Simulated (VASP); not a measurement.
A run of VASP 6.6.1:

The input INCAR:

```
PREC = Accurate
ENCUT = 520
EDIFF = 1E-7
ISMEAR = -1
SIGMA = 0.05
LREAL = False
LASPH = True
NELM = 100
ALGO = Normal
ISIF = 2
LWAVE = False
LCHARG = True
GGA = PS
IVDW = 12
LELF = True
LVHAR = True
NBANDS = 32
```

The input KPOINTS:

```
regular mesh
0
Gamma
  8 8 8
```

Contents of POSCAR:

```
Bi2Se3
1.0
    2.0408289412      1.1782731385      9.2177679332
   -2.0408289412      1.1782731385      9.2177679332
    0.0000000000     -2.3565462771      9.2177679332
Bi Se
2 3
Direct
    0.5981270109      0.5981270109      0.5981270109
    0.4018729891      0.4018729891      0.4018729891
    0.7922246575      0.7922246575      0.7922246575
    0.2077753425      0.2077753425      0.2077753425
    0.0000000000      0.0000000000      0.0000000000
```

Potentials or basis: VASP PAW PBE potentials, release 64 (Bi_d, Se).

The run is started by

```bash
$ cat potpaw_PBE.64/Bi_d/POTCAR potpaw_PBE.64/Se/POTCAR > POTCAR
$ mpirun -np 1 vasp_std > vasp.out
```

Hardware: 1 thread of Intel(R) Xeon(R) 6975P-C (Granite Rapids) (shared host).

Problem. Estimate the wall time of this run.

Solution. Run time: 11 min on 1 thread of Intel(R) Xeon(R) 6975P-C (Granite Rapids), on a shared host, peak memory 0.81 GiB. Counts: scf iterations 14, k points 65.
